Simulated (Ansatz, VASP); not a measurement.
One calculation of Ba, two programs

Contents of INCAR:

```
SYSTEM = Ba
PREC     = Accurate       ! precision mode
ENCUT    = 500            ! plane-wave cutoff, eV
EDIFF    = 1E-6           ! SCF threshold, eV
ISMEAR   = -1             ! smearing method
SIGMA    = 0.1            ! smearing width, eV
LREAL    = .FALSE.        ! projectors in reciprocal space
LASPH    = .TRUE.         ! aspherical terms in the spheres
NELM     = 120            ! most SCF steps
ALGO     = Normal         ! electronic algorithm
ISIF     = 2              ! what is computed and relaxed
LWAVE    = .FALSE.        ! write WAVECAR
LCHARG   = .TRUE.         ! write CHGCAR
GGA      = B5             ! functional
ALDAX    = 1.0          
AGGAX    = 1.0          
AGGAC    = 1.0          
ALDAC    = 0.0          
LELF     = .TRUE.         ! ELF
LVHAR    = .TRUE.       
NBANDS   = 11             ! bands
GGA_COMPAT= .FALSE.
```

File KPOINTS:

```
regular mesh
0
G
  9 9 9
  0 0 0
```

Contents of POSCAR:

```
Ba
1.0
    4.0716264249      0.0000000000      0.0000000000
    0.0000000000      4.0716264249      0.0000000000
    0.0000000000      0.0000000000      4.0716264249
Ba
1
Direct
    0.0000000000      0.0000000000      0.0000000000
```

Input for Ansatz:

```yaml
crystal:
  lattice:
    - [4.0716264249, 0.0, 0.0]
    - [0.0, 4.0716264249, 0.0]
    - [0.0, 0.0, 4.0716264249]
  atoms:
    - { symbol: Ba, position: [0.0, 0.0, 0.0] }
hamiltonian:
  xc: blyp
  pseudopotentials:
    kind: paw
    azcp:
      Ba: "pseudopotentials/Ba.paw.azcp"
basis:
  ecutwfc: 420
  fft_grid_basis: typed
kpoints:
  mp_grid: { grid: [9, 9, 9], shift: [0, 0, 0] }
magnetization:
  spin_polarized: false
scf:
  occupations: { method: fermi_dirac, width: 0.1 }
  lower_state_search: "off"
output:
  stress: true
```

Alike in both runs: task single point; functional BLYP; k mesh 9 × 9 × 9; occupations fermi-dirac, width 0.1 eV; no spin polarisation.

|  | VASP | Ansatz |
| --- | --- | --- |
| version | VASP 6.6.1 | Ansatz 0.2.0 |
| potentials or method | VASP PAW PBE potentials, release 64 (Ba_sv), cutoff 500 eV | plane waves (420 eV) with PAW, scalar-relativistic |
| valence electrons in the cell | 10 | 10 |

|  | VASP | Ansatz | Ansatz less VASP |
| --- | --- | --- | --- |
| pressure (GPa) | 0.1 | 0.0 | -0.06 |

VASP's potentials were made for PBE, not for BLYP. The functional is the same, so the differences come from potentials, cutoffs and numerics.

Neither program's run includes spin-orbit coupling.
